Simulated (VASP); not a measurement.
# Te (P6/mmm) in VASP: a series of runs

The runs below take Te through single point, relaxation of cell and atoms, with PBE.

Everything below comes from runs of VASP 6.6.1. Logs are shortened: lines on timing, memory, paths and dates and some standing lists are left out, and cuts for length are marked.

### 1 The cell of the first run

The structure is hexagonal, space group P6/mmm (No. 191). Conventional cell: a = 3.419 Å, b = 3.419 Å, c = 3.075 Å, α = 90.00°, β = 90.00°, γ = 120.00°. Te (site symmetry 6/mmm) has 8 Te at 3.07 to 3.42 Å within 4.0 Å.

### 2 Single point, PBE

Input file INCAR:

```
  ALGO = Normal
  EDIFF = 1E-6
  ENCUT = 520
  GGA = PE
  ISIF = 2
  ISMEAR = 0
  LASPH = True
  LCHARG = False
  LREAL = False
  LWAVE = False
  NBANDS = 13
  NELM = 100
  PREC = Accurate
  SIGMA = 0.1
```

Input file KPOINTS:

```
k-points
0
Gamma
  18 18 10
```

Input file POSCAR:

```
Te
1.0
    3.4185232731      0.0000000000      0.0000000000
   -1.7092616365      2.9605279979      0.0000000000
    0.0000000000      0.0000000000      6.1494409838
Te
2
Direct
    0.0000000000      0.0000000000      0.7499927386
    0.0000000000      0.0000000000      0.2500072614
```

Potentials or basis: VASP PAW PBE potentials, release 64 (Te).

On the command line:

```bash
> cat potpaw_PBE.64/Te/POTCAR > POTCAR
> mpirun -np 1 vasp_std > vasp.out
```

OUTCAR:

```text
EDIFF = 1E-6
   ENCUT = 520
   GGA = PE
   ISIF = 2
   ISMEAR = 0
   LASPH = True
   LREAL = False
   NELM = 100
   PREC = Accurate

 ion  position               nearest neighbor table
   1  0.000  0.000  0.750-   2 3.07   2 3.07
   2  0.000  0.000  0.250-   1 3.07   1 3.07

  LATTYP: Found a hexagonal cell.
 ALAT       =     3.4185232731
 C/A-ratio  =     1.7988588910

  Lattice vectors:

 A1 = (   3.4185232731,   0.0000000000,   0.0000000000)
 A2 = (  -1.7092616365,   2.9605279979,   0.0000000000)
 A3 = (   0.0000000000,   0.0000000000,   6.1494409838)

Analysis of symmetry for initial positions (statically):
=====================================================================
 Subroutine PRICEL returns:
 Original cell was already a primitive cell.

 Routine SETGRP: Setting up the symmetry group for a
 hexagonal supercell.

 Subroutine GETGRP returns: Found 24 space group operations
 (whereof 24 operations were pure point group operations)
 out of a pool of 24 trial point group operations.

The static configuration has the point symmetry D_6h.

Analysis of symmetry for dynamics (positions and initial velocities):
=====================================================================
 Subroutine PRICEL returns:
 Original cell was already a primitive cell.

 Routine SETGRP: Setting up the symmetry group for a
 hexagonal supercell.

 Subroutine GETGRP returns: Found 24 space group operations
 (whereof 24 operations were pure point group operations)
 out of a pool of 24 trial point group operations.

The dynamic configuration has the point symmetry D_6h.

 Subroutine INISYM returns: Found 24 space group operations
 (whereof 24 operations are pure point group operations),
 and found     1 'primitive' translations

----------------------------------------------------------------------------------------

                                     Primitive cell

  volume of cell :      62.2362

  direct lattice vectors                    reciprocal lattice vectors
     3.418523273  0.000000000  0.000000000     0.292523970  0.168888793  0.000000000
    -1.709261636  2.960527998  0.000000000     0.000000000  0.337777586  0.000000000
     0.000000000  0.000000000  6.149440984     0.000000000  0.000000000  0.162616407

  length of vectors
     3.418523273  3.418523273  6.149440984     0.337777586  0.337777586  0.162616407

  position of ions in fractional coordinates (direct lattice)
     0.000000000  0.000000000  0.749992739
     0.000000000  0.000000000  0.250007261

  ion indices of the primitive-cell ions
[... 87 lines left out ...]
   NUPDOWN=      -1.0000    fix difference up-down
   EMIN   =  10.00;   EMAX   =-10.00  energy-range for DOS
   EFERMI =   0.00;   METHOD = LEGACY
   ISMEAR =     0;   SIGMA  =   0.10  broadening in eV -4-tet -1-fermi 0-gaus
   EFERMI_NEDOS =   21; number of points for ismear=-14 and -15
   IALGO  =     38    algorithm
   IMIX   =      4    mixing-type and parameters
     AMIX     =   0.40;   BMIX     =  1.00
     AMIX_MAG =   1.60;   BMIX_MAG =  1.00
  volume/ion in A,a.u.               =      31.12       210.00
  Fermi-wavevector in a.u.,A,eV,Ry     =   0.945774  1.787254 12.170259  0.894489
  Thomas-Fermi vector in A             =   2.073708
   LORBIT       =      0    0 simple, 1 ext, 2 COOP (PROOUT), +10 PAW based schemes
   GGA     = PE    functional components
   LHFCALC =     F    Hartree Fock is set to
   AEXX    =    0.0000 exact exchange contribution
   IVDW    =     0    specifies the selected vdW correction
   LEPSILON=     F    determine dielectric tensor
   LRPA    =     F    only Hartree local field effects (RPA)
 non-spin polarized calculation
 Gauss-broadening in eV      SIGMA  =   0.10
  energy-cutoff  :      520.00
  volume of cell :       62.24
 maximum number of plane-waves:      1696
 NGX is ok and might be reduce to    28
   NGX = 13   NGY = 13   NGZ = 23

 number of electron      12.0000000 magnetization

 Free energy of the ion-electron system (eV)
  ---------------------------------------------------
  ext. energy  EPLUGINS =         0.00000000
  ---------------------------------------------------
  free energy    TOTEN  =        -5.85335183 eV

  energy without entropy =       -5.84525308  energy(sigma->0) =       -5.84930245

 E-fermi :   6.8444     XC(G=0):  -9.5863

 val. band max:        6.8424016908   @ k =   0.1667   0.1667   0.5000
 cond. band min:       6.8468497962   @ k =   0.2778   0.0556   0.2000
 fundamental gap:      0.0044481054
 Fermi energy:         6.8444341262

 k-point     1 :       0.0000    0.0000    0.0000
  band No.  band energies     occupation
      1      -6.7608      2.00000
      2      -4.5935      2.00000
      3       0.7034      2.00000
      4       8.4919      0.00000
      5       8.4919      0.00000
      6       9.0169      0.00000
      7      10.1403      0.00000
      8      10.1403      0.00000
      9      13.2871      0.00000
     10      14.4399      0.00000
     11      15.8245      0.00000
     12      15.8245      0.00000
     13      16.8376      0.00000
[... 354 lines left out ...]
  band No.  band energies     occupation
      1      -4.6941      2.00000
      2      -2.4446      2.00000
      3       1.4668      2.00000
      4       2.5414      2.00000
      5       3.3785      2.00000
      6       5.4872      2.00000
      7       7.2965      0.00000
      8       9.6190      0.00000
      9      10.6665      0.00000
     10      12.9078      0.00000
     11      13.7716      0.00000
     12      15.4102      0.00000
     13      16.5654      0.00000

 [... further k-points ...]

------------------------ aborting loop because EDIFF is reached ----------------------------------------

  FORCE on cell =-STRESS in cart. coord.  units (eV):
  Direction    XX          YY          ZZ          XY          YZ          ZX
  --------------------------------------------------------------------------------------
  -------------------------------------------------------------------------------------
  Total       -0.0183153     -0.0183153     -0.0324386     -0.0000000      0.0000000     -0.0000000
  in kB       -0.4715004     -0.4715004     -0.8350826     -0.0000000      0.0000000     -0.0000000
  external PRESSURE =      -0.5926945 kB  Pullay stress =       0.0000000 kB

 VOLUME and BASIS-vectors are now :
 -----------------------------------------------------------------------------
  energy-cutoff  :      520.00
  volume of cell :       62.24
      direct lattice vectors                 reciprocal lattice vectors
     3.418523273  0.000000000  0.000000000     0.292523970  0.168888793  0.000000000
    -1.709261636  2.960527998  0.000000000     0.000000000  0.337777586  0.000000000
     0.000000000  0.000000000  6.149440984     0.000000000  0.000000000  0.162616407

 POSITION                                       TOTAL-FORCE (eV/Angst)
 -----------------------------------------------------------------------------------
      0.00000      0.00000      4.61204        -0.000000      0.000000      0.000132
      0.00000      0.00000      1.53740         0.000000     -0.000000     -0.000132
 -----------------------------------------------------------------------------------
    total drift:                                0.000000     -0.000000     -0.000000

  FREE ENERGIE OF THE ION-ELECTRON SYSTEM (eV)
  ---------------------------------------------------
  free  energy   TOTEN  =        -5.8533518262 eV

  energy  without entropy=       -5.8452530808  energy(sigma->0) =       -5.84930245
```

OSZICAR:

```text
N       E                     dE             d eps       ncg     rms          rms(c)
DAV:   1     0.413331836272E+02    0.41333E+02   -0.44366E+03  5772   0.740E+02
DAV:   2    -0.341896638277E+01   -0.44752E+02   -0.42413E+02  8267   0.110E+02
DAV:   3    -0.581820841967E+01   -0.23992E+01   -0.23707E+01  7232   0.274E+01
DAV:   4    -0.585050124716E+01   -0.32293E-01   -0.32285E-01  6928   0.391E+00
DAV:   5    -0.585118371627E+01   -0.68247E-03   -0.68246E-03  7307   0.567E-01    0.968E+00
DAV:   6    -0.585176876960E+01   -0.58505E-03   -0.36977E-03  6732   0.347E-01    0.601E+00
DAV:   7    -0.585340309436E+01   -0.16343E-02   -0.75045E-03  6702   0.497E-01    0.207E-01
DAV:   8    -0.585334927002E+01    0.53824E-04   -0.35779E-04  6777   0.109E-01    0.108E-01
DAV:   9    -0.585335475673E+01   -0.54867E-05   -0.19452E-05  7212   0.277E-02    0.191E-02
DAV:  10    -0.585335260878E+01    0.21480E-05   -0.26137E-06  6792   0.853E-03    0.134E-02
DAV:  11    -0.585335182622E+01    0.78256E-06   -0.45119E-07  4396   0.465E-03
   1 F= -.58533518E+01 E0= -.58493025E+01  d E =-.809875E-02
```

stdout:

```text
POSCAR found type information on POSCAR Te
 POSCAR found :  1 types and       2 ions
 scaLAPACK will be used
 LDA part: xc-table for (Slater+PW92), standard interpolation
 POSCAR, INCAR and KPOINTS ok, starting setup
 FFT: planning ... GRIDC
 FFT: planning ... GRID_SOFT
 FFT: planning ... GRID
 WAVECAR not read
 entering main loop
```

It took 49 s on 1 thread of Intel Xeon 6975P-C (Granite Rapids), shared host; peak memory 0.29 GiB.

Results:

| Quantity | Value |
| --- | --- |
| Free energy | -5.8534 eV |
| Pressure | -0.1 GPa |
| Band gap on the k mesh | zero (band 6 reaches 9.21 eV, above the bottom of band 7 at 4.13 eV) |

Levels at points of the mesh, in eV from the Fermi level:
```csv
k point,band 4,band 5,band 6,band 7,band 8,band 9
"(0.00, 0.00, 0.00)",1.65,1.65,2.17,3.30,3.30,6.44
"(0.50, 0.00, 0.00)",-4.29,-3.81,-0.39,1.31,2.47,3.83
"(0.00, 0.00, 0.50)",-2.78,2.36,2.36,2.36,2.36,7.71
"(0.50, 0.00, 0.50)",-4.95,-0.85,-0.85,0.34,0.34,5.45
```

Caveat: spin-orbit coupling is left out, which moves the levels of the heavy elements.

### 3 Single point, PBE

Input file INCAR:

```
SYSTEM = Te
  PREC = Accurate
  ENCUT = 520
  EDIFF = 1E-7
  ISMEAR = 0
  SIGMA = 0.1
  LREAL = .False.
  LASPH = .True.
  NELM = 100
  ALGO = Normal
  ISIF = 2
  LWAVE = .False.
  LCHARG = .True.
  GGA = PE
  LELF = .True.
  LVHAR = .True.
  NBANDS = 13
```

Input file KPOINTS:

```
regular mesh
0
Gamma
  18 18 10
  0 0 0
```

POSCAR is that of step 2.

Potentials or basis: VASP PAW PBE potentials, release 64 (Te).

On the command line:

```bash
> cat potpaw_PBE.64/Te/POTCAR > POTCAR
> mpirun -np 1 vasp_std > vasp.out
```

OUTCAR:

```text
SYSTEM = Te
   PREC = Accurate
   ENCUT = 520
   EDIFF = 1E-7
   ISMEAR = 0
   LREAL = .False.
   LASPH = .True.
   NELM = 100
   ISIF = 2
   GGA = PE

 ion  position               nearest neighbor table
   1  0.000  0.000  0.750-   2 3.07   2 3.07
   2  0.000  0.000  0.250-   1 3.07   1 3.07

  LATTYP: Found a hexagonal cell.
 ALAT       =     3.4185232731
 C/A-ratio  =     1.7988588910

  Lattice vectors:

 A1 = (   3.4185232731,   0.0000000000,   0.0000000000)
 A2 = (  -1.7092616365,   2.9605279979,   0.0000000000)
 A3 = (   0.0000000000,   0.0000000000,   6.1494409838)

Analysis of symmetry for initial positions (statically):
=====================================================================
 Subroutine PRICEL returns:
 Original cell was already a primitive cell.

 Routine SETGRP: Setting up the symmetry group for a
 hexagonal supercell.

 Subroutine GETGRP returns: Found 24 space group operations
 (whereof 24 operations were pure point group operations)
 out of a pool of 24 trial point group operations.

The static configuration has the point symmetry D_6h.

Analysis of symmetry for dynamics (positions and initial velocities):
=====================================================================
 Subroutine PRICEL returns:
 Original cell was already a primitive cell.

 Routine SETGRP: Setting up the symmetry group for a
 hexagonal supercell.

 Subroutine GETGRP returns: Found 24 space group operations
 (whereof 24 operations were pure point group operations)
 out of a pool of 24 trial point group operations.

The dynamic configuration has the point symmetry D_6h.

 Subroutine INISYM returns: Found 24 space group operations
 (whereof 24 operations are pure point group operations),
 and found     1 'primitive' translations

----------------------------------------------------------------------------------------

                                     Primitive cell
[... 114 lines left out ...]
  Thomas-Fermi vector in A             =   2.073708
   LORBIT       =      0    0 simple, 1 ext, 2 COOP (PROOUT), +10 PAW based schemes
   GGA     = PE    functional components
   LHFCALC =     F    Hartree Fock is set to
   AEXX    =    0.0000 exact exchange contribution
   IVDW    =     0    specifies the selected vdW correction
   LEPSILON=     F    determine dielectric tensor
   LRPA    =     F    only Hartree local field effects (RPA)
 non-spin polarized calculation
 Gauss-broadening in eV      SIGMA  =   0.10
  energy-cutoff  :      520.00
  volume of cell :       62.24
 maximum number of plane-waves:      1696
 NGX is ok and might be reduce to    28
   NGX = 13   NGY = 13   NGZ = 23

 number of electron      12.0000000 magnetization

 Free energy of the ion-electron system (eV)
  ---------------------------------------------------
  ext. energy  EPLUGINS =         0.00000000
  ---------------------------------------------------
  free energy    TOTEN  =        -5.85335190 eV

  energy without entropy =       -5.84525341  energy(sigma->0) =       -5.84930266

 E-fermi :   6.8444     XC(G=0):  -9.5863

 val. band max:        6.8423972890   @ k =   0.1667   0.1667   0.5000
 cond. band min:       6.8468494533   @ k =   0.2778   0.0556   0.2000
 fundamental gap:      0.0044521643
 Fermi energy:         6.8444399702

 k-point     1 :       0.0000    0.0000    0.0000
  band No.  band energies     occupation
      1      -6.7608      2.00000
      2      -4.5935      2.00000
      3       0.7034      2.00000
      4       8.4919      0.00000
      5       8.4919      0.00000
      6       9.0169      0.00000
      7      10.1403      0.00000
      8      10.1403      0.00000
      9      13.2872      0.00000
     10      14.4399      0.00000
     11      15.8244      0.00000
     12      15.8244      0.00000
     13      16.8377      0.00000
[... 354 lines left out ...]
  band No.  band energies     occupation
      1      -4.6941      2.00000
      2      -2.4446      2.00000
      3       1.4668      2.00000
      4       2.5414      2.00000
      5       3.3784      2.00000
      6       5.4872      2.00000
      7       7.2964      0.00000
      8       9.6190      0.00000
      9      10.6665      0.00000
     10      12.9078      0.00000
     11      13.7716      0.00000
     12      15.4102      0.00000
     13      16.5655      0.00000

 [... further k-points ...]
[... 5 lines left out ...]
  --------------------------------------------------------------------------------------
  -------------------------------------------------------------------------------------
  Total       -0.0186429     -0.0186429     -0.0321258     -0.0000000      0.0000000      0.0000000
  in kB       -0.4799343     -0.4799343     -0.8270295     -0.0000000      0.0000000      0.0000000
  external PRESSURE =      -0.5956327 kB  Pullay stress =       0.0000000 kB

 VOLUME and BASIS-vectors are now :
 -----------------------------------------------------------------------------
  energy-cutoff  :      520.00
  volume of cell :       62.24
      direct lattice vectors                 reciprocal lattice vectors
     3.418523273  0.000000000  0.000000000     0.292523970  0.168888793  0.000000000
    -1.709261636  2.960527998  0.000000000     0.000000000  0.337777586  0.000000000
     0.000000000  0.000000000  6.149440984     0.000000000  0.000000000  0.162616407

 POSITION                                       TOTAL-FORCE (eV/Angst)
 -----------------------------------------------------------------------------------
      0.00000      0.00000      4.61204         0.000000      0.000000      0.000131
      0.00000      0.00000      1.53740        -0.000000     -0.000000     -0.000131
 -----------------------------------------------------------------------------------
    total drift:                                0.000000     -0.000000     -0.000000

  FREE ENERGIE OF THE ION-ELECTRON SYSTEM (eV)
  ---------------------------------------------------
  free  energy   TOTEN  =        -5.8533519043 eV

  energy  without entropy=       -5.8452534112  energy(sigma->0) =       -5.84930266
```

It took 53 s on 1 thread of Intel Xeon 6975P-C (Granite Rapids), shared host; peak memory 0.29 GiB.

Results:

| Property | Result |
| --- | --- |
| Free energy | -5.8534 eV |
| Pressure | -0.1 GPa |
| Band gap on the k mesh | zero (band 6 reaches 9.21 eV, above the bottom of band 7 at 4.13 eV) |

Levels at points of the mesh, in eV from the Fermi level:
```tsv
k point	band 3	band 4	band 5	band 6	band 7	band 8	band 9	band 10
(0.00, 0.00, 0.00)	-6.14	1.65	1.65	2.17	3.30	3.30	6.44	7.60
(0.50, 0.00, 0.00)	-5.72	-4.29	-3.81	-0.39	1.31	2.47	3.83	4.66
(0.00, 0.00, 0.50)	-2.78	-2.78	2.36	2.36	2.36	2.36	7.71	7.71
(0.50, 0.00, 0.50)	-4.95	-4.95	-0.85	-0.85	0.34	0.34	5.45	5.45
```

Caveat: spin-orbit coupling is left out, which moves the levels of the heavy elements.

[end of part 1 of 2]
